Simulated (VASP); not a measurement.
# TiC in VASP: notebook, part 2 of 2

VASP 6.6.1. Earlier steps stand in the parts before.

### 4 Electric field gradients, PBEsol (zz strain of -2 %)

INCAR reads:

```
PREC = Accurate
ENCUT = 520
EDIFF = 1E-8
ISMEAR = -1
SIGMA = 0.03
LREAL = False
LASPH = True
NELM = 80
ALGO = Normal
ISIF = 2
LWAVE = False
LCHARG = False
GGA = PS
LEFG = True
NBANDS = 15
```

KPOINTS reads:

```
regular mesh
0
Gamma
  14 14 14
```

POSCAR reads:

```
TiC
1.0
    0.0000000000      2.1640000000      2.1207200000
    2.1640000000      0.0000000000      2.1207200000
    2.1640000000      2.1640000000      0.0000000000
Ti C
1 1
Direct
    0.0000000000      0.0000000000      0.0000000000
    0.5000000000      0.5000000000      0.5000000000
```

Potentials or basis: VASP PAW PBE potentials, release 64 (Ti_sv, C).

Command:

```console
$ cat potpaw_PBE.64/Ti_sv/POTCAR potpaw_PBE.64/C/POTCAR > POTCAR
$ mpirun -np 1 vasp_std > vasp.out
```

OUTCAR:

```text
PREC = Accurate
   ENCUT = 520
   EDIFF = 1E-8
   ISMEAR = -1
   LREAL = False
   LASPH = True
   NELM = 80
   ISIF = 2
   GGA = PS

 ion  position               nearest neighbor table
   1  0.000  0.000  0.000-   2 2.12   2 2.12   2 2.16   2 2.16   2 2.16   2 2.16
   2  0.500  0.500  0.500-   1 2.12   1 2.12   1 2.16   1 2.16   1 2.16   1 2.16

  LATTYP: Found a body centered tetragonal cell.
 ALAT       =     3.0603581490
 C/A-ratio  =     1.3859292911

  Lattice vectors:

 A1 = (   0.0000000000,  -2.1640000000,  -2.1207200000)
 A2 = (   0.0000000000,   2.1640000000,  -2.1207200000)
 A3 = (   2.1640000000,   0.0000000000,   2.1207200000)

Analysis of symmetry for initial positions (statically):
=====================================================================
 Subroutine PRICEL returns:
 Original cell was already a primitive cell.

 Routine SETGRP: Setting up the symmetry group for a
 body centered tetragonal supercell.

[... 619 lines left out ...]
  volume of cell :       19.86
      direct lattice vectors                 reciprocal lattice vectors
     0.000000000  2.164000000  2.120720000    -0.231053604  0.231053604  0.235768984
     2.164000000  0.000000000  2.120720000     0.231053604 -0.231053604  0.235768984
     2.164000000  2.164000000  0.000000000     0.231053604  0.231053604 -0.235768984

 POSITION                                       TOTAL-FORCE (eV/Angst)
 -----------------------------------------------------------------------------------
      0.00000      0.00000      0.00000         0.000000     -0.000000      0.000000
      2.16400      2.16400      2.12072        -0.000000      0.000000      0.000000
 -----------------------------------------------------------------------------------
    total drift:                                0.000000     -0.000000     -0.000000

  FREE ENERGIE OF THE ION-ELECTRON SYSTEM (eV)
  ---------------------------------------------------
  free  energy   TOTEN  =       -19.7950185665 eV

  energy  without entropy=      -19.7941722814  energy(sigma->0) =      -19.79459542

 Electric field gradients (V/A^2)
---------------------------------------------------------------------
 ion       V_xx      V_yy      V_zz      V_xy      V_xz      V_yz
---------------------------------------------------------------------
   1       8.025     8.025   -16.051     0.000     0.001     0.001
   2       1.215     1.215    -2.431    -0.000    -0.000    -0.000
---------------------------------------------------------------------

 Electric field gradients after diagonalization (V/A^2)
 (convention: |V_zz| > |V_xx| > |V_yy|)
----------------------------------------------------------------------
 ion       V_xx      V_yy      V_zz     asymmetry (V_yy - V_xx)/ V_zz
----------------------------------------------------------------------
   1       8.025     8.025   -16.051       0.000
   2       1.215     1.215    -2.431       0.000
----------------------------------------------------------------------

           NMR quadrupolar parameters

 Cq : quadrupolar parameter    Cq=e*Q*V_zz/h
 eta: asymmetry parameters     (V_yy - V_xx)/ V_zz
 Q  : nuclear electric quadrupole moment in mb (millibarn)
----------------------------------------------------------------------
 ion       Cq(MHz)       eta       Q (mb)
----------------------------------------------------------------------
   1      -0.039       0.000       1.000
   2      -0.006       0.000       1.000
----------------------------------------------------------------------
```

stdout:

```text
POSCAR found type information on POSCAR TiC
 POSCAR found :  2 types and       2 ions
 scaLAPACK will be used
 -----------------------------------------------------------------------------
|                                                                             |
|                                                                             |
|     You enforced a specific xc type in the INCAR file but a different       |
|     I HOPE YOU KNOW WHAT YOU ARE DOING!                                     |
|                                                                             |
 -----------------------------------------------------------------------------

 LDA part: xc-table for (Slater+PW92), standard interpolation
 POSCAR, INCAR and KPOINTS ok, starting setup
 FFT: planning ... GRIDC
 FFT: planning ... GRID_SOFT
 FFT: planning ... GRID
 WAVECAR not read
 entering main loop
ion   1

ion   2
```

Wall time 50 s (1 thread of Intel Xeon Platinum 8259CL at 2.50GHz (Skylake/Cascade Lake), shared host); peak memory 0.2 GiB.

Results:

```
Free energy            : -19.7950 eV
Pressure               : -0.6 GPa
Band gap on the k mesh : zero (band 8 reaches 10.34 eV, above the bottom of band 9 at 9.02 eV)
```

Stress tensor (GPa, compression positive):
```
-3.51  0.00  0.00
 0.00 -3.51  0.00
 0.00  0.00  5.23
```

Electric field gradients, principal values (V/Å²):
| atom | least | middle | greatest (by size) |
| --- | --- | --- | --- |
| 1 Ti | 8.025 | 8.025 | -16.051 |
| 2 C | 1.215 | 1.215 | -2.431 |

Caveat: the cell differs from its parent crystal (zz strain of -2 %); without QUAD_EFG the Cq values of the log hold for a quadrupole moment of 1 mb, not for the nuclei; the PAW data sets were made with another functional, which shifts forces and pressure a little.

### 5 Overview

| cell | gap on the mesh (eV) | pressure (GPa) |
| --- | --- | --- |
| a = 3.060 Å, angles 60.0°, 2 atoms | none | -5.9 |
| a = 3.091, b = 3.091, c = 3.060 Å, angles 60.3, 60.3, 59.3°, 2 atoms | none | -10.3 |
| a = 3.030, b = 3.030, c = 3.060 Å, angles 59.7, 59.7, 60.7°, 2 atoms | none | -0.6 |

Alike in all rows: task electric field gradients; level PBEsol; potentials or basis VASP PAW PBE potentials, release 64 (Ti_sv, C); no spin polarisation; k mesh 14 × 14 × 14; cutoff (eV) 520; smearing fermi-dirac 0.03 eV.

Caveats: the PAW data sets were made with another functional, which shifts forces and pressure a little.

Absolute energies hang on the potentials; compare differences alone.
